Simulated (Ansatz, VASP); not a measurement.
**One calculation of PbS, two programs**

```
Pb S
1.0
     2.06375   -5.86928    0.00000
     2.06375    5.86928    0.00000
     0.00000    0.00000    4.26044
Pb S
2 2
Direct
  0.87228 0.12772 0.75000
  0.12772 0.87228 0.25000
  0.64368 0.35632 0.75000
  0.35632 0.64368 0.25000
```

Alike in both runs: task single point; functional LDA; k mesh 6 × 6 × 6; no spin polarisation.

|  | VASP | Ansatz |
| --- | --- | --- |
| version | VASP 6.6.1 | Ansatz 0.2.0 |
| potentials or method | VASP PAW LDA potentials, release 64 (Pb_d, S) | plane waves, PAW |
| plane-wave cutoff (eV) | 520 | 420 |
| occupations | gaussian, width 0.01 eV | fixed |
| valence electrons in the cell | 40 | 40 |

|  | VASP | Ansatz | Ansatz less VASP |
| --- | --- | --- | --- |
| gap on the k mesh at the Fermi level (eV) | 1.03 | 1.04 | +0.016 |
| pressure (GPa) | -2.7 | -2.7 | -0.02 |
| traceless stress, the component that is largest in VASP (GPa) | 0.44 | 0.46 | +0.024 |
| rms of the force components (eV/Å) | 0.036 | 0.041 | +0.0051 |

LDA's correlation is that of Perdew and Zunger in VASP and of Perdew and Wang (1992) in Ansatz. Atom by atom the forces differ by 0.005 eV/Å (rms over components).

Spin-orbit coupling is off throughout.
